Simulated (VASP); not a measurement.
## As: single point with PBE

The system is As.

```
As
1.0
    -3.05615    0.00000    3.05615
     0.00000    3.05615    3.05615
    -3.05615    3.05615    0.00000
As
2
Direct
  0.00000 0.00000 0.00000
  0.25000 0.25000 0.25000
```

| Quantity | Value |
| --- | --- |
| Program | VASP 6.6.1 |
| Task | single point |
| Functional | PBE |
| Potentials or basis | VASP PAW PBE potentials, release 64 (As) |
| Cutoff | 500 eV |
| k mesh | 6 × 6 × 6 |
| Occupations | fermi-dirac, width 0.1 eV |
| Spin | no spin polarisation |
| Dipole correction | no |
| Further INCAR settings | ALGO = Normal; EDIFF = 1e-06; NBANDS = 12 |

```yaml
Pressure: 0.5 GPa
Band_gap_on_the_k_mesh: zero (band 5 reaches 3.41 eV, above the bottom of band 6 at 2.32 eV)
```

Levels at points of the mesh, in eV from the Fermi level:
```
           k point  band 1  band 2  band 3  band 4  band 5  band 6  band 7  band 8  band 9  band 10
(0.00, 0.00, 0.00)  -13.79   -6.17   -2.23   -2.23   -2.23    0.50    0.50    0.50    4.71     7.74
(0.50, 0.00, 0.00)  -12.45   -9.60   -3.15   -3.15   -2.81    1.72    1.72    4.62    6.90     7.56
(0.50, 0.50, 0.00)  -11.09  -11.09   -4.20   -4.20   -0.77   -0.77    4.84    4.84    7.33     7.33
```

It took 11 s on 1 thread of Intel(R) Xeon(R) Platinum 8375C CPU @ 2.90GHz (Ice Lake) (shared host), peak memory 0.17 GiB.
